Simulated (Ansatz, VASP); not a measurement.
# AlSn in VASP and in Ansatz

Contents of INCAR:

```
SYSTEM = AlSn
PREC = Accurate ; ENCUT = 500
EDIFF = 1E-6 ; ISMEAR = 0
SIGMA = 0.1 ; LREAL = .FALSE.
LASPH = .TRUE. ; NELM = 120
ALGO = Normal ; ISIF = 2
LWAVE = .FALSE. ; LCHARG = .FALSE.
GGA = PE ; NBANDS = 16
GGA_COMPAT = .FALSE.
```

KPOINTS

```
Automatic mesh
0
G
  3 3 1
  0 0 0
```

POSCAR

```
AlSn
1.0
    4.1981056157      0.0000000000      0.0000000000
   -2.0990528078      3.6356661109      0.0000000000
    0.0000000000      0.0000000000      3.3068470000
Al Sn
1 1
Direct
    0.0000000000      0.0000000000      0.0000000000
    0.3333333333      0.6666666667      0.5000000000
```

Input for Ansatz:

```yaml
crystal:
  lattice:
    - [4.1981056157, 0.0, 0.0]
    - [-2.0990528078, 3.6356661109, 0.0]
    - [0.0, 0.0, 3.306847]
  atoms:
    - { symbol: Al, position: [0.0, 0.0, 0.0] }
    - { symbol: Sn, position: [0.3333333333, 0.6666666667, 0.5] }
basis:
  ecutwfc: 420
kpoints:
  mp_grid: { grid: [3, 3, 1] }
hamiltonian:
  xc: pbe
scf:
  occupations: { method: gaussian, width: 0.1 }
  lower_state_search: "off"
  max_iter: 20
output:
  forces: true
  stress: true
  eigenvalues: true
  dos: { method: smearing }
```

Alike in both runs: task single point; functional PBE; k mesh 3 × 3 × 1; occupations gaussian, width 0.1 eV; no spin polarisation.

|  | VASP | Ansatz |
| --- | --- | --- |
| version | VASP 6.6.1 | Ansatz 0.2.0 |
| potentials or method | VASP PAW PBE potentials, release 64 (Al, Sn_d), cutoff 500 eV | scalar-relativistic, plane waves, PAW |
| valence electrons in the cell | 17 | 17 |

|  | VASP | Ansatz | Ansatz less VASP |
| --- | --- | --- | --- |
| gap on the k mesh at the Fermi level (eV) | none | none | - |
| pressure (GPa) | -6.9 | -6.8 | +0.06 |
| traceless stress, the component that is largest in VASP (GPa) | -83.83 | -83.84 | -0.008 |

A gap of «none» marks a metal or a gap that the smearing closes. The functional is the same, so the differences come from potentials, cutoffs and numerics.

The k mesh is coarse, so the values compare programs but aren't converged.
